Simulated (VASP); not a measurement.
Here is a VASP 6.6.1 calculation.

Contents of INCAR:

```
ALGO = Fast ; EDIFF = 1E-7
ENCUT = 520 ; GGA = PE
ISIF = 2 ; ISMEAR = -1
LASPH = True ; LCHARG = False
LREAL = False ; LWAVE = False
NBANDS = 29 ; NELM = 60
PREC = Accurate ; SIGMA = 0.05
```

The input KPOINTS:

```
k-points
0
Gamma
  9 9 3
```

File POSCAR:

```
SnCl
1.0
    3.1012211707      0.0000000000      0.0000000000
   -1.5506105853      2.6857363165      0.0000000000
    0.0000000000      0.0000000000      9.5099612844
Sn Cl
2 2
Direct
    0.6666666667      0.3333333333      0.8199984935
    0.3333333333      0.6666666667      0.3199984935
    0.6666666667      0.3333333333      0.5550025065
    0.3333333333      0.6666666667      0.0550025065
```

Potentials or basis: VASP PAW PBE potentials, release 64 (Sn_d, Cl).

Command:

```console
$ cat potpaw_PBE.64/Sn_d/POTCAR potpaw_PBE.64/Cl/POTCAR > POTCAR
$ mpirun -np 1 vasp_std > vasp.out
```

(1) Predict the largest force.

(2) Predict the band gap on the k mesh.

Answers

(1) 0.007 eV/Å.

(2) zero (bands 21 and 22 overlap by 3.90 eV).

Caveat: spin-orbit coupling is left out, which moves the levels of the heavy elements.
